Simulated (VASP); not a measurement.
# PtS2 (P-3m1) in VASP: settings compared

The runs below take PtS2 through single point, with r2SCAN, LDA, PBE.

Everything below comes from runs of VASP 6.6.1. Logs are shortened: lines on timing, memory, paths and dates and some standing lists are left out, and cuts for length are marked.

**1. The cell of the first run**

The structure is trigonal, space group P-3m1 (No. 164). Conventional cell: a = 3.613 Å, b = 3.613 Å, c = 5.138 Å, α = 90.00°, β = 90.00°, γ = 120.00°. Pt (site symmetry -3m) has 6 S at 2.39 Å within 3.2 Å. S (site symmetry 3m) has 3 Pt at 2.39 Å and 3 S at 3.13 Å within 3.2 Å.

**2. Single point, r2SCAN**

POSCAR reads:

```
PtS2
1.0
    3.6126921524      0.0000000000      0.0000000000
   -1.8063460762      3.1286831800      0.0000000000
    0.0000000000      0.0000000000      5.1376250896
Pt S
1 2
Direct
    0.0000000000      0.0000000000      0.0000000000
    0.6666666667      0.3333333333      0.7730000000
    0.3333333333      0.6666666667      0.2270000000
```

INCAR.step1 reads:

```
PREC = Accurate ; ENCUT = 520
ISMEAR = -1 ; SIGMA = 0.05
LREAL = False ; LASPH = True
NELM = 60 ; NBANDS = 18
GGA = PE ; ALGO = Normal
EDIFF = 1E-4 ; LWAVE = True
LCHARG = False
```

INCAR.step2 reads:

```
PREC = Accurate ; ENCUT = 520
EDIFF = 1E-7 ; ISMEAR = -1
SIGMA = 0.05 ; LREAL = False
LASPH = True ; NELM = 60
ALGO = Normal ; ISIF = 2
LWAVE = False ; LCHARG = False
METAGGA = R2SCAN ; LMIXTAU = True
NBANDS = 18 ; ISTART = 1
```

KPOINTS reads:

```
Automatic mesh
0
Gamma
  9 9 5
```

Potentials or basis: VASP PAW PBE potentials, release 64 (Pt, S).

Started as:

```
$ cat potpaw_PBE.64/Pt/POTCAR potpaw_PBE.64/S/POTCAR > POTCAR
$ cp INCAR.step1 INCAR
$ mpirun -np 1 vasp_std > vasp.out
$ cp INCAR.step2 INCAR
$ mpirun -np 1 vasp_std > vasp.out
```

OUTCAR:

```text
PREC = Accurate
   ENCUT = 520
   EDIFF = 1E-7
   ISMEAR = -1
   LREAL = False
   LASPH = True
   NELM = 60
   ISIF = 2
   METAGGA = R2SCAN
   ISTART = 1

 ion  position               nearest neighbor table
   1  0.000  0.000  0.000-   2 2.39   3 2.39   3 2.39   2 2.39   2 2.39   3 2.39
   2  0.667  0.333  0.773-   1 2.39   1 2.39   1 2.39
   3  0.333  0.667  0.227-   1 2.39   1 2.39   1 2.39

  LATTYP: Found a hexagonal cell.
 ALAT       =     3.6126921524
 C/A-ratio  =     1.4221043125

  Lattice vectors:

 A1 = (   3.6126921524,   0.0000000000,   0.0000000000)
 A2 = (  -1.8063460762,   3.1286831800,   0.0000000000)
 A3 = (   0.0000000000,   0.0000000000,   5.1376250896)

Analysis of symmetry for initial positions (statically):
=====================================================================
 Subroutine PRICEL returns:
 Original cell was already a primitive cell.

 Routine SETGRP: Setting up the symmetry group for a
 hexagonal supercell.

 Subroutine GETGRP returns: Found 12 space group operations
 (whereof 12 operations were pure point group operations)
 out of a pool of 24 trial point group operations.

The static configuration has the point symmetry D_3d.

Analysis of symmetry for dynamics (positions and initial velocities):
=====================================================================
 Subroutine PRICEL returns:
 Original cell was already a primitive cell.

 Routine SETGRP: Setting up the symmetry group for a
 hexagonal supercell.

 Subroutine GETGRP returns: Found 12 space group operations
 (whereof 12 operations were pure point group operations)
 out of a pool of 24 trial point group operations.

The dynamic configuration has the point symmetry D_3d.

 Subroutine INISYM returns: Found 12 space group operations
 (whereof 12 operations are pure point group operations),
 and found     1 'primitive' translations

----------------------------------------------------------------------------------------

                                     Primitive cell

  volume of cell :      58.0704

  direct lattice vectors                    reciprocal lattice vectors
     3.612692152  0.000000000  0.000000000     0.276801886  0.159811643  0.000000000
    -1.806346076  3.128683180  0.000000000     0.000000000  0.319623286  0.000000000
     0.000000000  0.000000000  5.137625090     0.000000000  0.000000000  0.194642463

  length of vectors
     3.612692152  3.612692152  5.137625090     0.319623286  0.319623286  0.194642463

  position of ions in fractional coordinates (direct lattice)
     0.000000000  0.000000000  0.000000000
     0.666666667  0.333333333  0.773000000
     0.333333333  0.666666667  0.227000000

  ion indices of the primitive-cell ions
   primitive index   ion index
                 1           1
                 2           2
                 3           3

----------------------------------------------------------------------------------------

 KPOINTS: Automatic mesh

Automatic generation of k-mesh.
 Grid dimensions read from file:
 generate k-points for:    9    9    5

 Generating k-lattice:

  Cartesian coordinates                     Fractional coordinates (reciprocal lattice)
     0.030755765  0.017756849  0.000000000     0.111111111 -0.000000000  0.000000000
     0.000000000  0.035513698  0.000000000     0.000000000  0.111111111  0.000000000
     0.000000000  0.000000000  0.038928493     0.000000000  0.000000000  0.200000000

  Length of vectors
     0.035513698  0.035513698  0.038928493

  Shift w.r.t. Gamma in fractional coordinates (k-lattice)
     0.000000000  0.000000000  0.000000000

 Subroutine IBZKPT returns following result:
 ===========================================

 Found     50 irreducible k-points:

 Following reciprocal coordinates:
            Coordinates               Weight
  0.000000  0.000000  0.000000      1.000000
  0.111111 -0.000000  0.000000      6.000000
  0.222222 -0.000000  0.000000      6.000000
  0.333333  0.000000  0.000000      6.000000
  0.444444 -0.000000  0.000000      6.000000
  0.111111  0.111111  0.000000      6.000000
[... 16 lines left out ...]
  0.222222  0.111111  0.200000     12.000000
 -0.111111  0.333333  0.200000     12.000000
 [... further k-points ...]
   k-points           NKPTS =     50   k-points in BZ     NKDIM =     50   number of bands    NBANDS=     18
   number of dos      NEDOS =    301   number of ions     NIONS =      3
   total plane-waves  NPLWV =  31360
   dimension x,y,z NGX =    28 NGY =   28 NGZ =   40
   dimension x,y,z NGXF=    56 NGYF=   56 NGZF=   80
   ions per type =               1   2
   NGX,Y,Z   is equivalent  to a cutoff of  12.88, 12.88, 12.94 a.u.
   NGXF,Y,Z  is equivalent  to a cutoff of  25.77, 25.77, 25.89 a.u.
 SYSTEM =  unknown system
   PREC   = accura    normal or accurate (medium, high low for compatibility)
   ISTART =      1    job   : 0-new  1-cont  2-samecut
   ICHARG =      0    charge: 1-file 2-atom 10-const
   ISPIN  =      1    spin polarized calculation?
   LNONCOLLINEAR =      F non collinear calculations
   LSORBIT =      F    spin-orbit coupling
   LASPH  =      T    aspherical Exc in radial PAW
   ENCUT  =  520.0 eV  38.22 Ry    6.18 a.u.   6.72  6.72  9.55*2*pi/ulx,y,z
   NELM   =     60;   NELMIN=  2; NELMDL=  0     # of ELM steps
   EDIFF  = 0.1E-06   stopping-criterion for ELM
   LREAL  =      F    real-space projection
   EDIFFG = 0.1E-05   stopping-criterion for IOM
   NSW    =      0    number of steps for IOM
   IBRION =     -1    ionic relax: 0-MD 1-quasi-New 2-CG
   NFREE  =      0    steps in history (QN), initial steepest desc. (CG)
   ISIF   =      2    stress and relaxation
   ISYM   =      2    0-nonsym 1-usesym 2-fastsym
   POTIM  = 0.5000    time-step for ionic-motion
   TEBEG  =    0.0;   TEEND  =   0.0 temperature during run
   PSTRESS=    0.0 pullay stress
   NELECT =      22.0000    total number of electrons
   NUPDOWN=      -1.0000    fix difference up-down
   EMIN   =  10.00;   EMAX   =-10.00  energy-range for DOS
   EFERMI =   0.00;   METHOD = LEGACY
   ISMEAR =    -1;   SIGMA  =   0.05  broadening in eV -4-tet -1-fermi 0-gaus
   EFERMI_NEDOS =   21; number of points for ismear=-14 and -15
   IALGO  =     38    algorithm
   IMIX   =      4    mixing-type and parameters
     AMIX     =   0.40;   BMIX     =  1.00
     AMIX_MAG =   1.60;   BMIX_MAG =  1.00
  volume/ion in A,a.u.               =      19.36       130.63
  Fermi-wavevector in a.u.,A,eV,Ry     =   1.184579  2.238530 19.092072  1.403228
  Thomas-Fermi vector in A             =   2.320790
   LORBIT       =      0    0 simple, 1 ext, 2 COOP (PROOUT), +10 PAW based schemes
   METAGGA = R2SCAN    functional components
   LHFCALC =     F    Hartree Fock is set to
   AEXX    =    0.0000 exact exchange contribution
   IVDW    =     0    specifies the selected vdW correction
   LEPSILON=     F    determine dielectric tensor
   LRPA    =     F    only Hartree local field effects (RPA)
 non-spin polarized calculation
  energy-cutoff  :      520.00
  volume of cell :       58.07
 maximum number of plane-waves:      1585
 NGX is ok and might be reduce to    28
   NGX = 13   NGY = 13   NGZ = 19

 number of electron      21.9999998 magnetization

 Free energy of the ion-electron system (eV)
  ---------------------------------------------------
  ext. energy  EPLUGINS =         0.00000000
  ---------------------------------------------------
  free energy    TOTEN  =       -68.83239570 eV

  energy without entropy =      -68.83239374  energy(sigma->0) =      -68.83239472

 E-fermi :   6.2228     XC(G=0): -10.9680

 val. band max:        5.6873059855   @ k =   0.1111  -0.0000   0.0000
 cond. band min:       6.7957329906   @ k =   0.0000   0.3333   0.2000
 fundamental gap:      1.1084270052
 Fermi energy:         6.2228451945

 k-point     1 :       0.0000    0.0000    0.0000
  band No.  band energies     occupation
      1      -9.9605      2.00000
      2      -6.9667      2.00000
      3      -1.0761      2.00000
      4      -1.0761      2.00000
      5      -0.9761      2.00000
      6       1.8748      2.00000
[... 10 lines left out ...]
     17      14.1259      0.00000
     18      18.0865      0.00000

 k-point     2 :       0.1111   -0.0000    0.0000
  band No.  band energies     occupation
      1      -9.8040      2.00000
      2      -7.0565      2.00000
      3      -0.9681      2.00000
      4      -0.9539      2.00000
      5      -0.8125      2.00000
      6       1.6464      2.00000
[... 10 lines left out ...]
     17      14.6217      0.00000
     18      17.1709      0.00000

 k-point     3 :       0.2222   -0.0000    0.0000
  band No.  band energies     occupation
      1      -9.3665      2.00000
      2      -7.2764      2.00000
      3      -0.6942      2.00000
      4      -0.6905      2.00000
      5      -0.3152      2.00000
      6       0.8986      2.00000
[... 10 lines left out ...]
     17      15.4998      0.00000
     18      15.6415      0.00000

 k-point     4 :       0.3333    0.0000    0.0000
  band No.  band energies     occupation
      1      -8.7588      2.00000
      2      -7.5315      2.00000
      3      -0.8476      2.00000
      4      -0.3995      2.00000
      5       0.3186      2.00000
      6       0.4920      2.00000
[... 375 lines left out ...]
      4      -0.7792      2.00000
      5      -0.0899      2.00000
      6       1.2874      2.00000
[... 10 lines left out ...]
     17      15.4999      0.00000
     18      15.5439      0.00000

 k-point    23 :       0.2222    0.1111    0.2000
  band No.  band energies     occupation
      1      -8.8960      2.00000
      2      -7.5588      2.00000
      3      -0.6443      2.00000
      4      -0.5169      2.00000
      5       0.0171      2.00000
      6       0.8890      2.00000
[... 10 lines left out ...]
     17      15.4826      0.00000
     18      15.8657      0.00000

 k-point    24 :      -0.1111    0.3333    0.2000
  band No.  band energies     occupation
      1      -8.9201      2.00000
      2      -7.5108      2.00000
      3      -0.8282      2.00000
      4      -0.5668      2.00000
      5       0.1522      2.00000
      6       0.6911      2.00000
[... 10 lines left out ...]
     17      14.7409      0.00000
     18      16.7088      0.00000

 [... further k-points ...]

------------------------ aborting loop because EDIFF is reached ----------------------------------------

  FORCE on cell =-STRESS in cart. coord.  units (eV):
  Direction    XX          YY          ZZ          XY          YZ          ZX
  --------------------------------------------------------------------------------------
  -------------------------------------------------------------------------------------
  Total       -0.4568580     -0.4568580      1.0306251      0.0000000      0.0000000      0.0000000
  in kB      -12.6048261    -12.6048261     28.4352044      0.0000000      0.0000000      0.0000000
  external PRESSURE =       1.0751840 kB  Pullay stress =       0.0000000 kB

 VOLUME and BASIS-vectors are now :
 -----------------------------------------------------------------------------
  energy-cutoff  :      520.00
  volume of cell :       58.07
      direct lattice vectors                 reciprocal lattice vectors
     3.612692152  0.000000000  0.000000000     0.276801886  0.159811643  0.000000000
    -1.806346076  3.128683180  0.000000000     0.000000000  0.319623286  0.000000000
     0.000000000  0.000000000  5.137625090     0.000000000  0.000000000  0.194642463

 POSITION                                       TOTAL-FORCE (eV/Angst)
 -----------------------------------------------------------------------------------
      0.00000      0.00000      0.00000         0.000000      0.000000      0.000000
      1.80635      1.04289      3.97138        -0.000000     -0.000000     -0.373140
     -0.00000      2.08579      1.16624         0.000000      0.000000      0.373140
 -----------------------------------------------------------------------------------
    total drift:                                0.000000     -0.000000      0.000000

  FREE ENERGIE OF THE ION-ELECTRON SYSTEM (eV)
  ---------------------------------------------------
  free  energy   TOTEN  =       -68.8323956985 eV

  energy  without entropy=      -68.8323937376  energy(sigma->0) =      -68.83239472
```

Wall time 4.1 min (1 thread of Intel Xeon Platinum 8488C (Sapphire Rapids), shared host); peak memory 0.21 GiB.

What came out:

```
Free energy            : -68.8324 eV
Pressure               : 0.1 GPa
Largest force          : 0.373 eV/Å
Band gap on the k mesh : 1.11 eV (least direct gap 1.18 eV)
```

Forces on the atoms (eV/Å):
```
Pt   0.000  0.000  0.000
S    0.000  0.000 -0.373
S    0.000  0.000  0.373
```

Levels at points of the mesh, in eV from the valence-band top:
| k point | band 8 | band 9 | band 10 | band 11 | band 12 | band 13 | band 14 | band 15 |
| --- | --- | --- | --- | --- | --- | --- | --- | --- |
| (0.00, 0.00, 0.00) | -1.76 | -1.11 | -1.11 | -0.04 | 2.48 | 2.48 | 5.32 | 5.91 |

Caveat: the PAW data sets were made with another functional, which shifts forces and pressure a little; spin-orbit coupling is left out, which moves the levels of the heavy elements; an odd mesh through Γ misses points on the zone boundary, where band edges can lie.

**3. Single point, LDA**

This run uses another cell than the first one, of 17.17 Å³/atom.

INCAR reads:

```
SYSTEM = PtS2
ALGO = Normal
EDIFF = 1E-7
ENCUT = 520
ISIF = 2
ISMEAR = -1
LASPH = .TRUE.
LCHARG = .FALSE.
LREAL = .FALSE.
LWAVE = .FALSE.
NBANDS = 18
NELM = 80
PREC = Accurate
SIGMA = 0.05
```

KPOINTS reads:

```
k-points
0
G
  9 9 5
  0 0 0
```

POSCAR reads:

```
PtS2
1.0
    3.4708695004      0.0000000000      0.0000000000
   -1.7354347502      3.0058611606      0.0000000000
    0.0000000000      0.0000000000      4.9359384846
Pt S
1 2
Direct
    0.0000000000      0.0000000000      0.0000000000
    0.6666666667      0.3333333333      0.7730000000
    0.3333333333      0.6666666667      0.2270000000
```

Potentials or basis: VASP PAW LDA potentials, release 64 (Pt, S).

Started as:

```
$ cat potpaw_LDA.64/Pt/POTCAR potpaw_LDA.64/S/POTCAR > POTCAR
$ mpirun -np 1 vasp_std > vasp.out
```

Run time: 42 s. Hardware: 1 thread of Intel Xeon 8259CL, shared host; peak memory 0.18 GiB.

Results (log left out):

* Free energy: -17.9364 eV
* Pressure: 15.2 GPa
* Largest force: 1.840 eV/Å
* Band gap on the k mesh: 0.98 eV (least direct gap 1.03 eV)

Forces in eV/Å, atoms in the order of the input:
```
Pt   0.000  0.000  0.000
S    0.000  0.000 -1.840
S    0.000  0.000  1.840
```

Stress tensor (GPa, compression positive):
```
17.17  0.00  0.00
 0.00 17.17  0.00
 0.00  0.00 11.31
```

Levels at points of the mesh, in eV from the valence-band top:
```
           k point  band 7  band 8  band 9  band 10  band 11  band 12  band 13  band 14  band 15  band 16
(0.00, 0.00, 0.00)   -4.44   -1.97   -1.24    -1.24    -0.24     2.56     2.56     4.54     6.01     7.77
```

Caveat: the cell stands under pressure; spin-orbit coupling is left out, which moves the levels of the heavy elements; an odd mesh through Γ misses points on the zone boundary, where band edges can lie; forces of over 1 eV/Å act on the atoms, so gaps and moduli don't describe the material at rest.

(Continued in part 2 of 2.)
